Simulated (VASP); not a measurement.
# Fe (P6_3/mmc) in VASP: notebook

Fe is run at these levels: PBE; tasks: single point.

Program: VASP 6.6.1. These are calculated values, not measurements. Logs are shortened: lines on timing, memory, paths and dates and some standing lists are left out, and cuts for length are marked.

### 1 The cell of the first run

It takes space group P6_3/mmc (No. 194, hexagonal). The conventional cell has a = 2.310 Å, b = 2.310 Å, c = 7.455 Å, α = 90.00°, β = 90.00°, γ = 120.00°. Within 3.0 Å of Fe (site symmetry -3m) lie 12 Fe at 2.29 to 2.31 Å. Within 3.0 Å of Fe (site symmetry -6m2) lie 12 Fe at 2.29 to 2.31 Å.

This isn't the form of Fe at room conditions, which is bcc.

### 2 Single point, PBE, collinear spin, ferromagnetic start

INCAR reads:

```
SYSTEM = Fe
ALGO = Normal
EDIFF = 1E-6
ENCUT = 520
GGA = PE
ISIF = 2
ISMEAR = -1
ISPIN = 2
LASPH = .True.
LCHARG = .True.
LELF = .True.
LMAXMIX = 4
LORBIT = 11
LREAL = .False.
LVHAR = .True.
LWAVE = .False.
MAGMOM = 2.5 2.5 2.5 2.5
NBANDS = 28
NELM = 150
PREC = Accurate
SIGMA = 0.08
```

KPOINTS reads:

```
k-points
0
Gamma
  15 15 4
  0 0 0
```

POSCAR reads:

```
Fe
1.0
    2.3099396942      0.0000000000      0.0000000000
   -1.1549698471      2.0004664563      0.0000000000
    0.0000000000      0.0000000000      7.4553936316
Fe
4
Direct
    0.0000000000      0.0000000000      0.0000000000
    0.0000000000      0.0000000000      0.5000000000
    0.3333333333      0.6666666667      0.2500000000
    0.6666666667      0.3333333333      0.7500000000
```

Potentials or basis: VASP PAW PBE potentials, release 64 (Fe).

The run is started by

```bash
$ cat potpaw_PBE.64/Fe/POTCAR > POTCAR
$ mpirun -np 1 vasp_std > vasp.out
```

OUTCAR:

```text
SYSTEM = Fe
   EDIFF = 1E-6
   ENCUT = 520
   GGA = PE
   ISIF = 2
   ISMEAR = -1
   ISPIN = 2
   LASPH = .True.
   LORBIT = 11
   LREAL = .False.
   NELM = 150
   PREC = Accurate

 ion  position               nearest neighbor table
   1  0.000  0.000  0.000-   3 2.29   4 2.29   3 2.29   4 2.29   4 2.29   3 2.29
   2  0.000  0.000  0.500-   3 2.29   4 2.29   3 2.29   4 2.29   4 2.29   3 2.29
   3  0.333  0.667  0.250-   1 2.29   2 2.29   1 2.29   2 2.29   1 2.29   2 2.29
   4  0.667  0.333  0.750-   1 2.29   2 2.29   1 2.29   2 2.29   1 2.29   2 2.29

  LATTYP: Found a hexagonal cell.
 ALAT       =     2.3099396942
 C/A-ratio  =     3.2275273897

  Lattice vectors:

 A1 = (   2.3099396942,   0.0000000000,   0.0000000000)
 A2 = (  -1.1549698471,   2.0004664563,   0.0000000000)
 A3 = (   0.0000000000,   0.0000000000,   7.4553936316)

Analysis of symmetry for initial positions (statically):
=====================================================================
 Subroutine PRICEL returns:
 Original cell was already a primitive cell.

 Routine SETGRP: Setting up the symmetry group for a
 hexagonal supercell.

 Subroutine GETGRP returns: Found 24 space group operations
 (whereof 12 operations were pure point group operations)
 out of a pool of 24 trial point group operations.

The static configuration has the point symmetry D_3d.
 The point group associated with its full space group is D_6h.

Analysis of symmetry for dynamics (positions and initial velocities):
=====================================================================
 Subroutine PRICEL returns:
 Original cell was already a primitive cell.

 Routine SETGRP: Setting up the symmetry group for a
 hexagonal supercell.

 Subroutine GETGRP returns: Found 24 space group operations
 (whereof 12 operations were pure point group operations)
 out of a pool of 24 trial point group operations.

The dynamic configuration has the point symmetry D_3d.
 The point group associated with its full space group is D_6h.

Analysis of structural, dynamic, and magnetic symmetry:
=====================================================================
 Subroutine PRICEL returns:
 Original cell was already a primitive cell.

 Routine SETGRP: Setting up the symmetry group for a
 hexagonal supercell.

 Subroutine GETGRP returns: Found 24 space group operations
 (whereof 12 operations were pure point group operations)
 out of a pool of 24 trial point group operations.

[... 130 lines left out ...]
   GGA     = PE    functional components
   LHFCALC =     F    Hartree Fock is set to
   AEXX    =    0.0000 exact exchange contribution
   IVDW    =     0    specifies the selected vdW correction
   LEPSILON=     F    determine dielectric tensor
   LRPA    =     F    only Hartree local field effects (RPA)
 spin polarized calculation
  energy-cutoff  :      520.00
  volume of cell :       34.45
 maximum number of plane-waves:       957
 NGX is ok and might be reduce to    18
   NGX =  9   NGY =  9   NGZ = 27

 number of electron      32.0000026 magnetization       0.0001059

 number of electron      32.0000026 magnetization      -0.0006341

 Free energy of the ion-electron system (eV)
  ---------------------------------------------------
  ext. energy  EPLUGINS =         0.00000000
  ---------------------------------------------------
  free energy    TOTEN  =       -31.21652008 eV

  energy without entropy =      -31.10471793  energy(sigma->0) =      -31.16061900

 E-fermi :   8.9833     XC(G=0): -14.8028

 val. band max:        8.9785970992   @ k =   0.2667   0.2667   0.2500
 cond. band min:       8.9979611310   @ k =   0.4000   0.0667   0.2500
 fundamental gap:      0.0193640318
 Fermi energy:         8.9833464557

 spin component 1

 k-point     1 :       0.0000    0.0000    0.0000
  band No.  band energies     occupation
      1      -0.9041      1.00000
      2       1.7079      1.00000
      3       1.7244      1.00000
      4       2.9847      1.00000
      5       6.2916      1.00000
      6       6.2969      1.00000
[... 733 lines left out ...]
     27      21.3549      0.00000
     28      23.6106      0.00000

 [... further k-points ...]

 spin component 2

 k-point     1 :       0.0000    0.0000    0.0000
  band No.  band energies     occupation
      1      -0.9042      1.00000
      2       1.7078      1.00000
      3       1.7244      1.00000
      4       2.9846      1.00000
      5       6.2916      1.00000
      6       6.2968      1.00000
[... 733 lines left out ...]
     27      21.3548      0.00000
     28      23.6106      0.00000

 [... further k-points ...]

------------------------ aborting loop because EDIFF is reached ----------------------------------------

  FORCE on cell =-STRESS in cart. coord.  units (eV):
  Direction    XX          YY          ZZ          XY          YZ          ZX
  --------------------------------------------------------------------------------------
  -------------------------------------------------------------------------------------
  Total       15.6554398     15.6554398     15.6383528     -0.0000000     -0.0000000      0.0000000
  in kB      728.0703773    728.0703772    727.2757311     -0.0000000     -0.0000000      0.0000000
  external PRESSURE =     727.8054952 kB  Pullay stress =       0.0000000 kB

 VOLUME and BASIS-vectors are now :
 -----------------------------------------------------------------------------
  energy-cutoff  :      520.00
  volume of cell :       34.45
      direct lattice vectors                 reciprocal lattice vectors
     2.309939694  0.000000000  0.000000000     0.432911735  0.249941707  0.000000000
    -1.154969847  2.000466456  0.000000000     0.000000000  0.499883413  0.000000000
     0.000000000  0.000000000  7.455393632     0.000000000  0.000000000  0.134131080

 POSITION                                       TOTAL-FORCE (eV/Angst)
 -----------------------------------------------------------------------------------
      0.00000      0.00000      0.00000        -0.000000      0.000000      0.000000
      0.00000      0.00000      3.72770        -0.000000      0.000000      0.000000
     -0.00000      1.33364      1.86385         0.000000      0.000000     -0.000000
      1.15497      0.66682      5.59155        -0.000000     -0.000000      0.000000
 -----------------------------------------------------------------------------------
    total drift:                                0.000000     -0.000000      0.000000

  FREE ENERGIE OF THE ION-ELECTRON SYSTEM (eV)
  ---------------------------------------------------
  free  energy   TOTEN  =       -31.2165200817 eV

  energy  without entropy=      -31.1047179256  energy(sigma->0) =      -31.16061900

 total charge

# of ion       s       p       d       tot
------------------------------------------
    1        0.633   0.825   6.552   8.010
    2        0.633   0.825   6.552   8.010
    3        0.633   0.829   6.551   8.013
    4        0.633   0.829   6.551   8.013
--------------------------------------------------
tot          2.532   3.307  26.207  32.046

 magnetization (x)

# of ion       s       p       d       tot
------------------------------------------
    1       -0.000  -0.000  -0.000  -0.000
    2       -0.000  -0.000  -0.000  -0.000
    3        0.000   0.000  -0.000  -0.000
    4        0.000   0.000  -0.000  -0.000
--------------------------------------------------
tot          0.000   0.000  -0.000  -0.000
```

OSZICAR:

```text
N       E                     dE             d eps       ncg     rms          rms(c)
DAV:   1     0.234693508450E+03    0.23469E+03   -0.14380E+04  9688   0.164E+03
DAV:   2    -0.206557770211E+02   -0.25535E+03   -0.23693E+03  9072   0.313E+02
DAV:   3    -0.335667487997E+02   -0.12911E+02   -0.11968E+02  9712   0.101E+02
DAV:   4    -0.337381054737E+02   -0.17136E+00   -0.17107E+00  9868   0.133E+01
[... 10 lines left out ...]
DAV:  15    -0.312164415959E+02   -0.18854E-03   -0.82301E-04 17100   0.398E-01    0.518E-02
DAV:  16    -0.312164939219E+02   -0.52326E-04   -0.18544E-04 16156   0.186E-01    0.295E-02
DAV:  17    -0.312165160144E+02   -0.22093E-04   -0.12631E-04 15828   0.160E-01    0.753E-03
DAV:  18    -0.312165195260E+02   -0.35115E-05   -0.12758E-05 10228   0.381E-02    0.274E-03
DAV:  19    -0.312165200817E+02   -0.55569E-06   -0.11293E-06  5440   0.112E-02
   1 F= -.31216520E+02 E0= -.31160619E+02  d E =-.111802E+00  mag=    -0.0008
```

stdout:

```text
POSCAR found type information on POSCAR Fe
 POSCAR found :  1 types and       4 ions
 scaLAPACK will be used
 LDA part: xc-table for (Slater+PW92), standard interpolation
 POSCAR, INCAR and KPOINTS ok, starting setup
 FFT: planning ... GRIDC
 FFT: planning ... GRID_SOFT
 FFT: planning ... GRID
 WAVECAR not read
 entering main loop
```

Wall time 6.7 min (1 thread of AMD EPYC 7R13, shared host); peak memory 0.2 GiB.

What came out:

* Free energy: -31.2165 eV
* Pressure: 72.8 GPa
* Band gap on the k mesh: zero (filled and empty bands overlap)
* Net moment: 0.00 μB per cell

Caveat: the cell stands under pressure; the moments typed at the start vanished in this run.

### 3 Single point, PBE, collinear spin, ferromagnetic start

INCAR reads:

```
PREC = Accurate ; ENCUT = 520
EDIFF = 1E-7 ; ISMEAR = -1
SIGMA = 0.08 ; LREAL = False
LASPH = True ; NELM = 150
ALGO = Normal ; ISIF = 2
LWAVE = False ; LCHARG = False
ISPIN = 2 ; MAGMOM = 2.5 2.5 2.5 2.5
LORBIT = 11 ; LMAXMIX = 4
GGA = PE ; NBANDS = 28
```

KPOINTS reads:

```
Automatic mesh
0
Gamma
  15 15 4
```

POSCAR is that of step 2.

Potentials or basis: VASP PAW PBE potentials, release 64 (Fe).

The run is started by

```bash
$ cat potpaw_PBE.64/Fe/POTCAR > POTCAR
$ mpirun -np 1 vasp_std > vasp.out
```

It took 7.6 min on 1 thread of AMD EPYC 7R13, shared host; peak memory 0.2 GiB.

The run converged. Its results:

| Quantity | Value |
| --- | --- |
| Free energy | -31.2165 eV |
| Pressure | 72.8 GPa |
| Band gap on the k mesh | zero (filled and empty bands overlap) |
| Net moment | 0.00 μB per cell |

Stress tensor (GPa, compression positive):
```
72.82  0.00  0.00
 0.00 72.82  0.00
 0.00  0.00 72.74
```

Levels at points of the mesh, in eV from the Fermi level:
Spin up:
| k point | band 14 | band 15 | band 16 | band 17 | band 18 | band 19 |
| --- | --- | --- | --- | --- | --- | --- |
| (0.00, 0.00, 0.00) | -1.70 | -1.70 | -0.60 | -0.60 | -0.02 | -0.02 |
| (0.00, 0.00, 0.50) | -1.95 | -1.35 | -1.35 | -0.28 | -0.28 | -0.28 |
Spin down:
| k point | band 12 | band 13 | band 14 | band 15 | band 16 | band 17 | band 18 | band 19 | band 20 | band 21 |
| --- | --- | --- | --- | --- | --- | --- | --- | --- | --- | --- |
| (0.00, 0.00, 0.00) | -1.80 | -1.80 | -1.70 | -1.70 | -0.60 | -0.60 | -0.02 | -0.02 | 0.37 | 0.44 |
| (0.00, 0.00, 0.50) | -1.95 | -1.95 | -1.95 | -1.35 | -1.35 | -0.28 | -0.28 | -0.28 | -0.28 | 0.83 |

Caveat: the cell stands under pressure; the moments typed at the start vanished in this run.
